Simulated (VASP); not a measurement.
# BN (P6_3/mmc) in VASP: notebook, part 2 of 2

VASP 6.6.1.

## (4) Single point, r2SCAN (9.86 Å³/atom)

This run uses another cell than the first one, of 9.86 Å³/atom.

POSCAR

```
BN
1.0
    2.5026661812      0.0000000000      0.0000000000
   -1.2513330906      2.1673724901      0.0000000000
    0.0000000000      0.0000000000      7.2744195082
B N
2 2
Direct
    0.3333333333      0.6666666667      0.2500000000
    0.6666666667      0.3333333333      0.7500000000
    0.3333333333      0.6666666667      0.7500000000
    0.6666666667      0.3333333333      0.2500000000
```

INCAR.step1

```
SYSTEM = BN
ALGO = Normal
EDIFF = 1E-4
ENCUT = 520
GGA = PE
ISMEAR = 0
LASPH = .True.
LCHARG = .False.
LREAL = .False.
LWAVE = .True.
NBANDS = 16
NELM = 60
PREC = Accurate
SIGMA = 0.02
```

INCAR.step2

```
SYSTEM = BN
ALGO = Normal
EDIFF = 1E-7
ENCUT = 520
ISIF = 2
ISMEAR = 0
ISTART = 1
LASPH = .True.
LCHARG = .True.
LELF = .True.
LMIXTAU = .True.
LREAL = .False.
LVHAR = .True.
LWAVE = .False.
METAGGA = R2SCAN
NBANDS = 16
NELM = 60
PREC = Accurate
SIGMA = 0.02
```

KPOINTS

```
k-points
0
Gamma
  12 12 4
  0 0 0
```

Potentials or basis: VASP PAW PBE potentials, release 64 (B, N).

On the command line:

```console
$ cat potpaw_PBE.64/B/POTCAR potpaw_PBE.64/N/POTCAR > POTCAR
$ cp INCAR.step1 INCAR
$ mpirun -np 1 vasp_std > vasp.out
$ cp INCAR.step2 INCAR
$ mpirun -np 1 vasp_std > vasp.out
```

OUTCAR:

```text
SYSTEM = BN
   EDIFF = 1E-7
   ENCUT = 520
   ISIF = 2
   ISMEAR = 0
   ISTART = 1
   LASPH = .True.
   LREAL = .False.
   METAGGA = R2SCAN
   NELM = 60
   PREC = Accurate

 ion  position               nearest neighbor table
   1  0.333  0.667  0.250-   4 1.44   4 1.44   4 1.44
   2  0.667  0.333  0.750-   3 1.44   3 1.44   3 1.44
   3  0.333  0.667  0.750-   2 1.44   2 1.44   2 1.44
   4  0.667  0.333  0.250-   1 1.44   1 1.44   1 1.44

  LATTYP: Found a hexagonal cell.
[... 658 lines left out ...]
  Direction    XX          YY          ZZ          XY          YZ          ZX
  --------------------------------------------------------------------------------------
  -------------------------------------------------------------------------------------
  Total       -0.0190833     -0.0190833     -0.2512737     -0.0000000     -0.0000000      0.0000000
  in kB       -0.7748690     -0.7748690    -10.2028817     -0.0000000     -0.0000000      0.0000000
  external PRESSURE =      -3.9175399 kB  Pullay stress =       0.0000000 kB

 VOLUME and BASIS-vectors are now :
 -----------------------------------------------------------------------------
  energy-cutoff  :      520.00
  volume of cell :       39.46
      direct lattice vectors                 reciprocal lattice vectors
     2.502666181  0.000000000  0.000000000     0.399573865  0.230694079  0.000000000
    -1.251333091  2.167372490  0.000000000     0.000000000  0.461388158  0.000000000
     0.000000000  0.000000000  7.274419508     0.000000000  0.000000000  0.137468014

 POSITION                                       TOTAL-FORCE (eV/Angst)
 -----------------------------------------------------------------------------------
     -0.00000      1.44491      1.81860         0.000000      0.000000      0.000000
      1.25133      0.72246      5.45581         0.000000      0.000000      0.000000
     -0.00000      1.44491      5.45581         0.000000      0.000000      0.000000
      1.25133      0.72246      1.81860        -0.000000     -0.000000      0.000000
 -----------------------------------------------------------------------------------
    total drift:                                0.000000     -0.000000      0.000000

  FREE ENERGIE OF THE ION-ELECTRON SYSTEM (eV)
  ---------------------------------------------------
  free  energy   TOTEN  =       -38.5905906635 eV

  energy  without entropy=      -38.5905906635  energy(sigma->0) =      -38.59059066
```

OSZICAR.step1:

```text
N       E                     dE             d eps       ncg     rms          rms(c)
DAV:   1     0.557452751413E+02    0.55745E+02   -0.77541E+03  1832   0.908E+02
DAV:   2    -0.351402824480E+02   -0.90886E+02   -0.82048E+02  2616   0.220E+02
DAV:   3    -0.388461927059E+02   -0.37059E+01   -0.36832E+01  2328   0.447E+01
DAV:   4    -0.388739497675E+02   -0.27757E-01   -0.27752E-01  2400   0.429E+00
DAV:   5    -0.388742551335E+02   -0.30537E-03   -0.30536E-03  2288   0.431E-01    0.113E+01
DAV:   6    -0.355795469607E+02    0.32947E+01   -0.54360E+00  2360   0.176E+01    0.508E+00
DAV:   7    -0.352780538147E+02    0.30149E+00   -0.59297E-01  2376   0.546E+00    0.317E+00
DAV:   8    -0.351930346746E+02    0.85019E-01   -0.26310E-01  2400   0.337E+00    0.488E-01
DAV:   9    -0.351886006918E+02    0.44340E-02   -0.16827E-02  2064   0.102E+00    0.198E-01
DAV:  10    -0.351898977355E+02   -0.12970E-02   -0.15708E-03  2072   0.300E-01    0.369E-02
DAV:  11    -0.351900445377E+02   -0.14680E-03   -0.12424E-04  1984   0.895E-02    0.265E-02
DAV:  12    -0.351900609570E+02   -0.16419E-04   -0.31055E-05  1536   0.429E-02
   1 F= -.35190061E+02 E0= -.35190061E+02  d E =-.203764E-42
```

Run time: 57 s. Hardware: 1 thread of AMD EPYC 9R45 (Zen 5), shared host; peak memory 0.14 GiB.

What came out:

```
Free energy            : -38.5906 eV
Pressure               : -0.4 GPa
Band gap on the k mesh : 5.01 eV (least direct gap 5.38 eV)
```

Stress tensor (GPa, compression positive):
```
-0.08  0.00  0.00
 0.00 -0.08  0.00
 0.00  0.00 -1.02
```

Caveat: the PAW data sets were made with another functional, which shifts forces and pressure a little. A k mesh can miss the band edges.

## (5) Relaxation of shape and atoms at fixed volume, r2SCAN (8.75 Å³/atom)

This run uses another cell than the first one, of 8.75 Å³/atom.

POSCAR

```
BN
1.0
    2.4730923538      0.0000000000      0.0000000000
   -1.2365461769      2.1417608043      0.0000000000
    0.0000000000      0.0000000000      6.6061055992
B N
2 2
Direct
    0.3333333333      0.6666666667      0.2500000000
    0.6666666667      0.3333333333      0.7500000000
    0.3333333333      0.6666666667      0.7500000000
    0.6666666667      0.3333333333      0.2500000000
```

INCAR.step1

```
SYSTEM = BN
  ALGO = Normal
  EDIFF = 1E-4
  ENCUT = 600
  GGA = PE
  ISMEAR = 0
  LASPH = .True.
  LCHARG = .False.
  LREAL = .False.
  LWAVE = .True.
  NELM = 80
  PREC = Accurate
  SIGMA = 0.02
```

INCAR.step2

```
SYSTEM = BN
  ALGO = Normal
  EDIFF = 1E-6
  EDIFFG = -0.01
  ENCUT = 600
  IBRION = 2
  ISIF = 4
  ISMEAR = 0
  ISTART = 1
  LASPH = .True.
  LCHARG = .False.
  LMIXTAU = .True.
  LREAL = .False.
  LWAVE = .False.
  METAGGA = R2SCAN
  NELM = 80
  NSW = 50
  PREC = Accurate
  SIGMA = 0.02
```

KPOINTS is that of step 4.

On the command line:

```console
$ cat potpaw_PBE.64/B/POTCAR potpaw_PBE.64/N/POTCAR > POTCAR
$ cp INCAR.step1 INCAR
$ mpirun -np 1 vasp_std > vasp.out
$ cp INCAR.step2 INCAR
$ mpirun -np 1 vasp_std > vasp.out
```

It took 2.1 min on 1 thread of AMD EPYC 9R45 (Zen 5), shared host; peak memory 0.14 GiB.

The run converged. Its results:

```yaml
Free_energy: -38.5873 eV
Energy_gained_by_relaxing: 7.2 meV/atom
Ionic_steps: 3
Pressure_after_relaxing: 1.8 GPa
Band_gap_on_the_k_mesh: 4.83 eV (least direct gap 5.23 eV)
```

Step by step:
```tsv
step	energy change (eV)	largest force (eV/Å)	pressure (GPa)	volume (Å³)
1	0.0000	0.0000	9.59	34.99
2	-0.0285	0.0000	1.00	34.99
3	-0.0288	0.0000	1.77	34.99
```

Final structure:
```
B N
1.0
     2.49878    0.00000    0.00000
    -1.24939    2.16401    0.00000
     0.00000    0.00000    6.47099
B N
2 2
Direct
  0.33333 0.66667 0.25000
  0.66667 0.33333 0.75000
  0.33333 0.66667 0.75000
  0.66667 0.33333 0.25000
```

Levels at points of the mesh, in eV from the valence-band top:
```csv
k point,band 5,band 6,band 7,band 8,band 9,band 10,band 11,band 12
"(0.00, 0.00, 0.00)",-1.37,-1.37,-1.32,-1.32,5.81,11.44,12.31,12.31
"(0.50, 0.00, 0.00)",-4.33,-4.24,-1.56,-0.40,4.83,6.45,10.28,10.68
"(0.00, 0.00, 0.50)",-1.35,-1.35,-1.35,-1.35,8.47,8.47,12.39,12.39
"(0.50, 0.00, 0.50)",-4.29,-4.29,-0.95,-0.95,5.33,5.33,10.70,10.70
```

Caveat: the PAW data sets were made with another functional, which shifts forces and pressure a little. A k mesh can miss the band edges.

## (6) The runs side by side

| task | cell | cutoff (eV) | gap on the mesh (eV) | pressure (GPa) |
| --- | --- | --- | --- | --- |
| single point | a = 2.501, b = 2.501, c = 6.872 Å, angles 90.0, 90.0, 120.0°, 4 atoms | 520 | 4.93 | 0.4 |
| single point | a = 2.502, b = 2.502, c = 7.073 Å, angles 90.0, 90.0, 120.0°, 4 atoms | 520 | 4.97 | -0.1 |
| single point | a = 2.503, b = 2.503, c = 7.274 Å, angles 90.0, 90.0, 120.0°, 4 atoms | 520 | 5.01 | -0.4 |
| relaxation of shape and atoms at fixed volume | relaxed from a = 2.473, b = 2.473, c = 6.606 Å, angles 90.0, 90.0, 120.0°, 4 atoms | 600 | 4.83 | 1.8 |

Alike in all rows: level r2SCAN; potentials or basis VASP PAW PBE potentials, release 64 (B, N); no spin polarisation; k mesh 12 × 12 × 4; smearing gaussian 0.02 eV.

Caveats: the PAW data sets were made with another functional, which shifts forces and pressure a little.

Total energies depend on the potentials used, so only differences within one code and one set of settings carry meaning.
